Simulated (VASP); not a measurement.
Wanted: the native input for a VASP 6.6.1 run.

| Item | Value |
| --- | --- |
| Task | single point |
| Functional | PBEsol |
| Potentials or basis | VASP PAW PBE potentials, release 64 (Rb_sv, Br) |
| Cutoff | 520 eV |
| k mesh | 6 × 6 × 6 |
| Occupations | gaussian, width 0.01 eV |
| Spin | no spin polarisation |
| Dipole correction | no |
| Further INCAR settings | ALGO = Normal; EDIFF = 1e-07; NBANDS = 15 |

The structure of RbBr lies in POSCAR:

```
RbBr
1.0
    4.0700851177      0.0000000000      0.0000000000
    0.0000000000      4.0700851177      0.0000000000
    0.0000000000      0.0000000000      4.0497346921
Rb Br
1 1
Direct
    0.0000000000      0.0000000000      0.0000000000
    0.5000000000      0.5000000000      0.5000000000
```

This cell differs from its parent crystal: z stretched by -0.5 %, x and y held.

These files were run (other wordings do the same):

INCAR

```
SYSTEM = RbBr
PREC = Accurate
ENCUT = 520
EDIFF = 1E-7
ISMEAR = 0
SIGMA = 0.01
LREAL = .FALSE.
LASPH = .TRUE.
NELM = 60
ALGO = Normal
ISIF = 2
LWAVE = .FALSE.
LCHARG = .TRUE.
GGA = PS
LELF = .TRUE.
LVHAR = .TRUE.
NBANDS = 15
```

KPOINTS

```
regular mesh
0
G
  6 6 6
  0 0 0
```

Potentials or basis: VASP PAW PBE potentials, release 64 (Rb_sv, Br).

The run is started by

```bash
$ cat potpaw_PBE.64/Rb_sv/POTCAR potpaw_PBE.64/Br/POTCAR > POTCAR
$ mpirun -np 1 vasp_std > vasp.out
```

Results of the run:

The pressure is 0.2 GPa and the band gap on the k mesh is 4.04 eV (least direct gap 4.20 eV).

Caveat: the cell differs from its parent crystal (z stretched by -0.5 %, x and y held); the PAW data sets were made with another functional, which shifts forces and pressure a little.

Wall time 25 s on 1 thread of Intel(R) Xeon(R) Platinum 8375C CPU @ 2.90GHz (Ice Lake), on a shared host, peak memory 0.19 GiB.
